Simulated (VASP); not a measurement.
Co:

```xyz
2
Lattice="2.4874 0.0000 0.0000 -1.2437 2.1541 0.0000 0.0000 0.0000 4.0633" Properties=species:S:1:pos:R:3 pbc="T T T"
Co    0.0000    1.4361    3.0074
Co    1.2437    0.7180    1.0559
```

| Item | Value |
| --- | --- |
| Program | VASP 6.6.1 |
| Task | relaxation of cell and atoms |
| Functional | LDA |
| Potentials or basis | VASP PAW LDA potentials, release 64 (Co) |
| Cutoff | 600 eV |
| k mesh | 12 × 12 × 7 |
| Occupations | fermi-dirac, width 0.05 eV |
| Spin | collinear spin, ferromagnetic start |
| Starting moments | [2.0, 2.0] μB |

At the start: pressure -18.8 GPa; volume 10.89 Å³/atom.

Task: Where does the relaxation end?

Result: Over 10 steps the energy falls by 72.0 meV/atom and the volume is 9.95 Å³/atom (-8.6 %); space group P6_3/mmc (No. 194, to 0.05 Å); moment 2.95 μB per cell.

The path:
```
step  energy change (eV)  largest force (eV/Å)  pressure (GPa)  volume (Å³)
   1              0.0000                0.4099          -18.85        21.77
   2              0.0516                0.6432           32.09        17.98
   3             -0.1258                0.5687            0.24        19.95
   4             -0.1259                0.5718            1.03        19.89
   5             -0.1433                0.0857            1.16        19.83
   6             -0.1437                0.0011            1.30        19.82
   7             -0.1434                0.0028           -1.68        20.04
   8             -0.1441                0.0010           -0.01        19.92
   9             -0.1441                0.0010           -0.08        19.92
  10             -0.1441                0.0001            0.08        19.91
```

Final structure:
```
Co
1.0
     2.42448    0.00000    0.00000
    -1.21224    2.09966    0.00000
     0.00000    0.00000    3.91078
Co
2
Direct
  0.33333 0.66667 0.75000
  0.66667 0.33333 0.25000
```
